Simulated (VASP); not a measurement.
# Cr (Fm-3m) in VASP: a series of runs

The runs below take Cr through single point, with r2SCAN.

All numbers are computed with VASP 6.6.1; they aren't measurements. Logs are shortened: lines on timing, memory, paths and dates and some standing lists are left out, and cuts for length are marked.

## 1. The cell of the first run

It takes space group Fm-3m (No. 225, cubic). Conventional cell: a = 3.448 Å, b = 3.448 Å, c = 3.448 Å, α = 90.00°, β = 90.00°, γ = 90.00°. Cr (site symmetry m-3m) has 12 Cr at 2.44 Å within 3.2 Å.

## 2. Single point, r2SCAN (volume scaled by 0.88)

POSCAR

```
Cr
1.0
    0.0000000000      1.7241351687      1.7241351687
    1.7241351687      0.0000000000      1.7241351687
    1.7241351687      1.7241351687      0.0000000000
Cr
1
Direct
    0.0000000000      0.0000000000      0.0000000000
```

INCAR.step1

```
SYSTEM = Cr
  ALGO = Normal
  EDIFF = 1E-4
  ENCUT = 520
  GGA = PE
  ISMEAR = -1
  LASPH = .True.
  LCHARG = .False.
  LREAL = .False.
  LWAVE = .True.
  NBANDS = 12
  NELM = 60
  PREC = Accurate
  SIGMA = 0.1
```

INCAR.step2

```
SYSTEM = Cr
  ALGO = Normal
  EDIFF = 1E-7
  ENCUT = 520
  ISIF = 2
  ISMEAR = -1
  ISTART = 1
  LASPH = .True.
  LCHARG = .False.
  LMIXTAU = .True.
  LREAL = .False.
  LWAVE = .False.
  METAGGA = R2SCAN
  NBANDS = 12
  NELM = 60
  PREC = Accurate
  SIGMA = 0.1
```

KPOINTS

```
k-points
0
Gamma
  17 17 17
  0 0 0
```

Potentials or basis: VASP PAW PBE potentials, release 64 (Cr_pv).

Command:

```sh
$ cat potpaw_PBE.64/Cr_pv/POTCAR > POTCAR
$ cp INCAR.step1 INCAR
$ mpirun -np 1 vasp_std > vasp.out
$ cp INCAR.step2 INCAR
$ mpirun -np 1 vasp_std > vasp.out
```

OUTCAR:

```text
SYSTEM = Cr
   EDIFF = 1E-7
   ENCUT = 520
   ISIF = 2
   ISMEAR = -1
   ISTART = 1
   LASPH = .True.
   LREAL = .False.
   METAGGA = R2SCAN
   NELM = 60
   PREC = Accurate

 ion  position               nearest neighbor table
   1  0.000  0.000  0.000-

  LATTYP: Found a face centered cubic cell.
 ALAT       =     3.4482703374

  Lattice vectors:

 A1 = (   0.0000000000,   1.7241351687,   1.7241351687)
 A2 = (   1.7241351687,   0.0000000000,   1.7241351687)
 A3 = (   1.7241351687,   1.7241351687,   0.0000000000)

Analysis of symmetry for initial positions (statically):
=====================================================================
 Subroutine PRICEL returns:
 Original cell was already a primitive cell.

 Routine SETGRP: Setting up the symmetry group for a
 face centered cubic supercell.

 Subroutine GETGRP returns: Found 48 space group operations
 (whereof 48 operations were pure point group operations)
 out of a pool of 48 trial point group operations.

The static configuration has the point symmetry O_h .

Analysis of symmetry for dynamics (positions and initial velocities):
=====================================================================
 Subroutine PRICEL returns:
 Original cell was already a primitive cell.

 Routine SETGRP: Setting up the symmetry group for a
 face centered cubic supercell.

 Subroutine GETGRP returns: Found 48 space group operations
 (whereof 48 operations were pure point group operations)
 out of a pool of 48 trial point group operations.

The dynamic configuration has the point symmetry O_h .

 Subroutine INISYM returns: Found 48 space group operations
 (whereof 48 operations are pure point group operations),
 and found     1 'primitive' translations

----------------------------------------------------------------------------------------

                                     Primitive cell

  volume of cell :      10.2505

  direct lattice vectors                    reciprocal lattice vectors
     0.000000000  1.724135169  1.724135169    -0.290000465  0.290000465  0.290000465
     1.724135169  0.000000000  1.724135169     0.290000465 -0.290000465  0.290000465
     1.724135169  1.724135169  0.000000000     0.290000465  0.290000465 -0.290000465

  length of vectors
     2.438295339  2.438295339  2.438295339     0.502295539  0.502295539  0.502295539

  position of ions in fractional coordinates (direct lattice)
     0.000000000  0.000000000  0.000000000

  ion indices of the primitive-cell ions
[... 75 lines left out ...]
   LREAL  =      F    real-space projection
   EDIFFG = 0.1E-05   stopping-criterion for IOM
   NSW    =      0    number of steps for IOM
   IBRION =     -1    ionic relax: 0-MD 1-quasi-New 2-CG
   NFREE  =      0    steps in history (QN), initial steepest desc. (CG)
   ISIF   =      2    stress and relaxation
   ISYM   =      2    0-nonsym 1-usesym 2-fastsym
   POTIM  = 0.5000    time-step for ionic-motion
   TEBEG  =    0.0;   TEEND  =   0.0 temperature during run
   PSTRESS=    0.0 pullay stress
   NELECT =      12.0000    total number of electrons
   NUPDOWN=      -1.0000    fix difference up-down
   EMIN   =  10.00;   EMAX   =-10.00  energy-range for DOS
   EFERMI =   0.00;   METHOD = LEGACY
   ISMEAR =    -1;   SIGMA  =   0.10  broadening in eV -4-tet -1-fermi 0-gaus
   EFERMI_NEDOS =   21; number of points for ismear=-14 and -15
   IALGO  =     38    algorithm
   IMIX   =      4    mixing-type and parameters
     AMIX     =   0.40;   BMIX     =  1.00
     AMIX_MAG =   1.60;   BMIX_MAG =  1.00
  volume/ion in A,a.u.               =      10.25        69.17
  Fermi-wavevector in a.u.,A,eV,Ry     =   1.725390  3.260514 40.504144  2.976971
  Thomas-Fermi vector in A             =   2.800900
   LORBIT       =      0    0 simple, 1 ext, 2 COOP (PROOUT), +10 PAW based schemes
   METAGGA = R2SCAN    functional components
   LHFCALC =     F    Hartree Fock is set to
   AEXX    =    0.0000 exact exchange contribution
   IVDW    =     0    specifies the selected vdW correction
   LEPSILON=     F    determine dielectric tensor
   LRPA    =     F    only Hartree local field effects (RPA)
 non-spin polarized calculation
  energy-cutoff  :      520.00
  volume of cell :       10.25
 maximum number of plane-waves:       291
   NGX =  9   NGY =  9   NGZ =  9

 number of electron      12.0000005 magnetization

 Free energy of the ion-electron system (eV)
  ---------------------------------------------------
  ext. energy  EPLUGINS =         0.00000000
  ---------------------------------------------------
  free energy    TOTEN  =       -14.20441655 eV

  energy without entropy =      -14.15873123  energy(sigma->0) =      -14.18157389

 E-fermi :  12.4615     XC(G=0): -15.7607

 val. band max:       12.4557065749   @ k =   0.3529   0.2941   0.0588
 cond. band min:      12.4669472713   @ k =   0.2353   0.1176   0.0588
 fundamental gap:      0.0112406963
 Fermi energy:        12.4614868781

 k-point     1 :       0.0000    0.0000    0.0000
  band No.  band energies     occupation
      1     -31.2369      2.00000
      2     -31.2369      2.00000
      3     -31.2369      2.00000
      4       3.9349      2.00000
      5      11.8423      1.99592
      6      11.8423      1.99592
      7      11.8423      1.99592
      8      14.2791      0.00000
      9      14.2791      0.00000
     10      16.4057      0.00000
     11      33.7300      0.00000
     12      40.8720      0.00000
[... 331 lines left out ...]
 k-point    24 :      -0.1176    0.0588    0.0000
  band No.  band energies     occupation
      1     -31.5143      2.00000
      2     -31.3047      2.00000
      3     -31.2578      2.00000
      4       4.9515      2.00000
      5      11.3229      1.99998
      6      12.1658      1.90119
      7      12.1795      1.88749
      8      13.9151      0.00000
      9      14.3296      0.00000
     10      16.4041      0.00000
     11      34.1385      0.00000
     12      36.2690      0.00000

 [... further k-points ...]
[... 5 lines left out ...]
  --------------------------------------------------------------------------------------
  -------------------------------------------------------------------------------------
  Total        2.7746656      2.7746656      2.7746656      0.0000000      0.0000000     -0.0000000
  in kB      433.6879015    433.6879015    433.6879015      0.0000000      0.0000000     -0.0000000
  external PRESSURE =     433.6879015 kB  Pullay stress =       0.0000000 kB

 VOLUME and BASIS-vectors are now :
 -----------------------------------------------------------------------------
  energy-cutoff  :      520.00
  volume of cell :       10.25
      direct lattice vectors                 reciprocal lattice vectors
     0.000000000  1.724135169  1.724135169    -0.290000465  0.290000465  0.290000465
     1.724135169  0.000000000  1.724135169     0.290000465 -0.290000465  0.290000465
     1.724135169  1.724135169  0.000000000     0.290000465  0.290000465 -0.290000465

 POSITION                                       TOTAL-FORCE (eV/Angst)
 -----------------------------------------------------------------------------------
      0.00000      0.00000      0.00000         0.000000      0.000000      0.000000
 -----------------------------------------------------------------------------------
    total drift:                                0.000000     -0.000000     -0.000000

  FREE ENERGIE OF THE ION-ELECTRON SYSTEM (eV)
  ---------------------------------------------------
  free  energy   TOTEN  =       -14.2044165508 eV

  energy  without entropy=      -14.1587312325  energy(sigma->0) =      -14.18157389
```

OUTCAR.step1:

```text
SYSTEM = Cr
   EDIFF = 1E-4
   ENCUT = 520
   GGA = PE
   ISMEAR = -1
   LASPH = .True.
   LREAL = .False.
[... 575 lines left out ...]
 -----------------------------------------------------------------------------------
      0.00000      0.00000      0.00000         0.000000     -0.000000     -0.000000
 -----------------------------------------------------------------------------------
    total drift:                                0.000000     -0.000000     -0.000000

  FREE ENERGIE OF THE ION-ELECTRON SYSTEM (eV)
  ---------------------------------------------------
  free  energy   TOTEN  =        -8.9399624797 eV

  energy  without entropy=       -8.8914453969  energy(sigma->0) =       -8.91570394
```

OSZICAR.step1:

```text
N       E                     dE             d eps       ncg     rms          rms(c)
DAV:   1     0.786618328755E+02    0.78662E+02   -0.70163E+03  3976   0.123E+03
DAV:   2    -0.913970939410E+01   -0.87802E+02   -0.84618E+02  4036   0.300E+02
DAV:   3    -0.102548659438E+02   -0.11152E+01   -0.11063E+01  4372   0.400E+01
DAV:   4    -0.102601977555E+02   -0.53318E-02   -0.53313E-02  4300   0.274E+00
DAV:   5    -0.102602545588E+02   -0.56803E-04   -0.56803E-04  4328   0.262E-01    0.144E+01
DAV:   6    -0.896995471287E+01    0.12903E+01   -0.27538E+00  4168   0.307E+01    0.141E+00
DAV:   7    -0.895015379880E+01    0.19801E-01   -0.27368E-02  4140   0.195E+00    0.815E-01
DAV:   8    -0.893990964888E+01    0.10244E-01   -0.27931E-03  4172   0.774E-01    0.902E-02
DAV:   9    -0.893996247972E+01   -0.52831E-04   -0.15090E-04  3540   0.181E-01
   1 F= -.89399625E+01 E0= -.89157039E+01  d E =-.485171E-01
```

It took 2.1 min on 1 thread of Intel Xeon 8259CL, shared host; peak memory 0.14 GiB.

What came out:

```yaml
Free_energy: -14.2044 eV
Pressure: 43.4 GPa
Band_gap_on_the_k_mesh: zero (band 6 reaches 15.76 eV, above the bottom of band 7 at 11.84 eV)
```

Caveat: the PAW data sets were made with another functional, which shifts forces and pressure a little; the run has no spin polarisation, though such a crystal can be magnetic. Spin polarisation is off, so any magnetic state and its effect on volume and gap are missing.

## 3. Single point, r2SCAN (volume scaled by 0.92)

POSCAR

```
Cr
1.0
    0.0000000000      1.7498723239      1.7498723239
    1.7498723239      0.0000000000      1.7498723239
    1.7498723239      1.7498723239      0.0000000000
Cr
1
Direct
    0.0000000000      0.0000000000      0.0000000000
```

INCAR.step1

```
PREC = Accurate
ENCUT = 520
ISMEAR = -1
SIGMA = 0.1
LREAL = False
LASPH = True
NELM = 80
NBANDS = 12
GGA = PE
ALGO = Normal
EDIFF = 1E-4
LWAVE = True
LCHARG = False
```

INCAR.step2

```
PREC = Accurate
ENCUT = 520
EDIFF = 1E-6
ISMEAR = -1
SIGMA = 0.1
LREAL = False
LASPH = True
NELM = 80
ALGO = Normal
ISIF = 2
LWAVE = False
LCHARG = False
METAGGA = R2SCAN
LMIXTAU = True
NBANDS = 12
ISTART = 1
```

KPOINTS

```
regular mesh
0
Gamma
  17 17 17
```

Potentials or basis: VASP PAW PBE potentials, release 64 (Cr_pv).

Command:

```sh
$ cat potpaw_PBE.64/Cr_pv/POTCAR > POTCAR
$ cp INCAR.step1 INCAR
$ mpirun -np 1 vasp_std > vasp.out
$ cp INCAR.step2 INCAR
$ mpirun -np 1 vasp_std > vasp.out
```

OUTCAR:

```text
PREC = Accurate
   ENCUT = 520
   EDIFF = 1E-6
   ISMEAR = -1
   LREAL = False
   LASPH = True
   NELM = 80
   ISIF = 2
   METAGGA = R2SCAN
   ISTART = 1

 ion  position               nearest neighbor table
   1  0.000  0.000  0.000-

  LATTYP: Found a face centered cubic cell.
 ALAT       =     3.4997446478

  Lattice vectors:

 A1 = (   0.0000000000,   1.7498723239,   1.7498723239)
 A2 = (   1.7498723239,   0.0000000000,   1.7498723239)
 A3 = (   1.7498723239,   1.7498723239,   0.0000000000)

Analysis of symmetry for initial positions (statically):
=====================================================================
 Subroutine PRICEL returns:
 Original cell was already a primitive cell.

 Routine SETGRP: Setting up the symmetry group for a
 face centered cubic supercell.

 Subroutine GETGRP returns: Found 48 space group operations
 (whereof 48 operations were pure point group operations)
 out of a pool of 48 trial point group operations.

The static configuration has the point symmetry O_h .

Analysis of symmetry for dynamics (positions and initial velocities):
[... 158 lines left out ...]
 val. band max:       11.7766388277   @ k =   0.1765   0.1176   0.0000
 cond. band min:      11.7849012379   @ k =  -0.4118   0.1765   0.0588
 fundamental gap:      0.0082624102
 Fermi energy:        11.7835124560

 k-point     1 :       0.0000    0.0000    0.0000
  band No.  band energies     occupation
      1     -32.0189      2.00000
      2     -32.0189      2.00000
      3     -32.0189      2.00000
      4       3.3750      2.00000
      5      11.2092      1.99361
      6      11.2093      1.99361
      7      11.2093      1.99361
      8      13.5084      0.00000
      9      13.5085      0.00000
     10      15.5590      0.00000
     11      32.7836      0.00000
     12      39.6223      0.00000
[... 331 lines left out ...]
 k-point    24 :      -0.1176    0.0588    0.0000
  band No.  band energies     occupation
      1     -32.2596      2.00000
      2     -32.0781      2.00000
      3     -32.0374      2.00000
      4       4.3535      2.00000
      5      10.7210      1.99995
      6      11.5145      1.87283
      7      11.5259      1.85856
      8      13.1709      0.00000
      9      13.5567      0.00000
     10      15.5574      0.00000
     11      33.0142      0.00000
     12      35.0955      0.00000

 [... further k-points ...]
[... 5 lines left out ...]
  --------------------------------------------------------------------------------------
  -------------------------------------------------------------------------------------
  Total        1.7514238      1.7514238      1.7514238      0.0000000     -0.0000000      0.0000000
  in kB      261.8501042    261.8501042    261.8501042      0.0000000     -0.0000000      0.0000000
  external PRESSURE =     261.8501042 kB  Pullay stress =       0.0000000 kB

 VOLUME and BASIS-vectors are now :
 -----------------------------------------------------------------------------
  energy-cutoff  :      520.00
  volume of cell :       10.72
      direct lattice vectors                 reciprocal lattice vectors
     0.000000000  1.749872324  1.749872324    -0.285735132  0.285735132  0.285735132
     1.749872324  0.000000000  1.749872324     0.285735132 -0.285735132  0.285735132
     1.749872324  1.749872324  0.000000000     0.285735132  0.285735132 -0.285735132

 POSITION                                       TOTAL-FORCE (eV/Angst)
 -----------------------------------------------------------------------------------
      0.00000      0.00000      0.00000         0.000000     -0.000000      0.000000
 -----------------------------------------------------------------------------------
    total drift:                                0.000000      0.000000     -0.000000

  FREE ENERGIE OF THE ION-ELECTRON SYSTEM (eV)
  ---------------------------------------------------
  free  energy   TOTEN  =       -14.3047935967 eV

  energy  without entropy=      -14.2562474607  energy(sigma->0) =      -14.28052053
```

OUTCAR.step1:

```text
PREC = Accurate
   ENCUT = 520
   ISMEAR = -1
   LREAL = False
   LASPH = True
   NELM = 80
[... 574 lines left out ...]
 POSITION                                       TOTAL-FORCE (eV/Angst)
 -----------------------------------------------------------------------------------
      0.00000      0.00000      0.00000         0.000000      0.000000      0.000000
 -----------------------------------------------------------------------------------
    total drift:                               -0.000000      0.000000      0.000000

  FREE ENERGIE OF THE ION-ELECTRON SYSTEM (eV)
  ---------------------------------------------------
  free  energy   TOTEN  =        -9.0521479175 eV

  energy  without entropy=       -9.0008865885  energy(sigma->0) =       -9.02651725
```

OSZICAR.step1:

```text
N       E                     dE             d eps       ncg     rms          rms(c)
DAV:   1     0.793573986005E+02    0.79357E+02   -0.70242E+03  4000   0.121E+03
DAV:   2    -0.929528328507E+01   -0.88653E+02   -0.85532E+02  4044   0.300E+02
DAV:   3    -0.104594740234E+02   -0.11642E+01   -0.11560E+01  4352   0.407E+01
DAV:   4    -0.104652713227E+02   -0.57973E-02   -0.57971E-02  4344   0.286E+00
DAV:   5    -0.104653369723E+02   -0.65650E-04   -0.65650E-04  4292   0.280E-01    0.136E+01
DAV:   6    -0.908021867764E+01    0.13851E+01   -0.31187E+00  4180   0.322E+01    0.142E+00
DAV:   7    -0.906230409551E+01    0.17915E-01   -0.36151E-02  4088   0.245E+00    0.818E-01
DAV:   8    -0.905211552222E+01    0.10189E-01   -0.25381E-03  4308   0.758E-01    0.107E-01
DAV:   9    -0.905214791754E+01   -0.32395E-04   -0.28525E-04  3996   0.266E-01
   1 F= -.90521479E+01 E0= -.90265173E+01  d E =-.512613E-01
```

It took 2.2 min on 1 thread of Intel Xeon 8259CL, shared host; peak memory 0.14 GiB.

Results:

| Property | Result |
| --- | --- |
| Free energy | -14.3048 eV |
| Pressure | 26.2 GPa |
| Band gap on the k mesh | zero (band 6 reaches 14.89 eV, above the bottom of band 7 at 11.21 eV) |

Caveat: the PAW data sets were made with another functional, which shifts forces and pressure a little; the run has no spin polarisation, though such a crystal can be magnetic.

## 4. Single point, r2SCAN (volume scaled by 0.96)

POSCAR

```
Cr
1.0
    0.0000000000      1.7748738778      1.7748738778
    1.7748738778      0.0000000000      1.7748738778
    1.7748738778      1.7748738778      0.0000000000
Cr
1
Direct
    0.0000000000      0.0000000000      0.0000000000
```

INCAR.step1

```
  ALGO = Normal
  EDIFF = 1E-4
  ENCUT = 520
  GGA = PE
  ISMEAR = -1
  LASPH = T
  LCHARG = F
  LREAL = F
  LWAVE = T
  NBANDS = 12
  NELM = 100
  PREC = Accurate
  SIGMA = 0.1
```

INCAR.step2

```
  ALGO = Normal
  EDIFF = 1E-7
  ENCUT = 520
  ISIF = 2
  ISMEAR = -1
  ISTART = 1
  LASPH = T
  LCHARG = F
  LMIXTAU = T
  LREAL = F
  LWAVE = F
  METAGGA = R2SCAN
  NBANDS = 12
  NELM = 100
  PREC = Accurate
  SIGMA = 0.1
```

KPOINTS

```
k-points
0
Gamma
  17 17 17
```

Command:

```sh
$ cat potpaw_PBE.64/Cr_pv/POTCAR > POTCAR
$ cp INCAR.step1 INCAR
$ mpirun -np 1 vasp_std > vasp.out
$ cp INCAR.step2 INCAR
$ mpirun -np 1 vasp_std > vasp.out
```

Wall time 2.6 min (1 thread of Intel Xeon 8259CL, shared host); peak memory 0.14 GiB.

Results (log left out):

```
Free energy            : -14.3598 eV
Pressure               : 12.2 GPa
Band gap on the k mesh : zero (band 6 reaches 14.10 eV, above the bottom of band 7 at 10.62 eV)
```

Levels at points of the mesh, in eV from the Fermi level:
```csv
k point,band 4,band 5,band 6,band 7,band 8,band 9
"(0.00, 0.00, 0.00)",-8.28,-0.54,-0.54,-0.54,1.64,1.64
```

Caveat: the PAW data sets were made with another functional, which shifts forces and pressure a little; the run has no spin polarisation, though such a crystal can be magnetic. Spin polarisation is off, so any magnetic state and its effect on volume and gap are missing.

(Part 1 of 2 ends here.)
